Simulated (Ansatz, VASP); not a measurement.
One calculation of Hg, two programs

Contents of INCAR:

```
AGGAC    = 1.0          
AGGAX    = 1.0          
ALDAC    = 0.0          
ALDAX    = 1.0          
ALGO     = Normal         # electronic algorithm
EDIFF    = 1E-7           # SCF threshold, eV
ENCUT    = 520            # plane-wave cutoff, eV
GGA      = B5             # functional
ISIF     = 2              # what is computed and relaxed
ISMEAR   = -1             # smearing method
LASPH    = True           # aspherical terms in the spheres
LCHARG   = True           # write CHGCAR
LELF     = True           # ELF
LREAL    = False          # projectors in reciprocal space
LVHAR    = True         
LWAVE    = False          # write WAVECAR
NBANDS   = 12             # bands
NELM     = 100            # most SCF steps
PREC     = Accurate       # precision mode
SIGMA    = 0.1            # smearing width, eV
```

File KPOINTS:

```
k-points
0
Gamma
  8 8 8
```

The input POSCAR:

```
Hg
1.0
   -3.3878873213      3.3878873213      3.3878873213
    3.3878873213     -3.3878873213      3.3878873213
    3.3878873213      3.3878873213     -3.3878873213
Hg
1
Direct
    0.0000000000      0.0000000000      0.0000000000
```

Input for Ansatz:

```yaml
crystal:
  lattice:
    - [-3.3878873213, 3.3878873213, 3.3878873213]
    - [3.3878873213, -3.3878873213, 3.3878873213]
    - [3.3878873213, 3.3878873213, -3.3878873213]
  atoms:
    - { symbol: Hg, position: [0.0, 0.0, 0.0] }
hamiltonian:
  xc: blyp
  pseudopotentials:
    kind: paw
    azcp:
      Hg: "pseudopotentials/Hg.paw.azcp"
basis:
  ecutwfc: 420
  fft_grid_basis: typed
kpoints:
  mp_grid: { grid: [8, 8, 8], shift: [0, 0, 0] }
magnetization:
  spin_polarized: false
scf:
  occupations: { method: fermi_dirac, width: 0.1 }
  lower_state_search: "off"
output:
  stress: true
```

Alike in both runs: task single point; functional BLYP; k mesh 8 × 8 × 8; occupations fermi-dirac, width 0.1 eV; no spin polarisation.

|  | VASP | Ansatz |
| --- | --- | --- |
| version | VASP 6.6.1 | Ansatz 0.2.0 |
| potentials or method | VASP PAW PBE potentials, release 64 (Hg), cutoff 520 eV | plane waves (420 eV) with PAW, scalar-relativistic |
| valence electrons in the cell | 12 | 20 |

|  | VASP | Ansatz | Ansatz less VASP |
| --- | --- | --- | --- |
| pressure (GPa) | 0.0 | 0.0 | +0.02 |

VASP's potentials were made for PBE, not for BLYP. With one functional, cell and mesh, what is left measures potentials, basis and numerics. VASP's potentials hold 12 valence electrons a cell and Ansatz's 20, so a difference there can come from the potentials and not from the codes.

Neither program's run includes spin-orbit coupling.
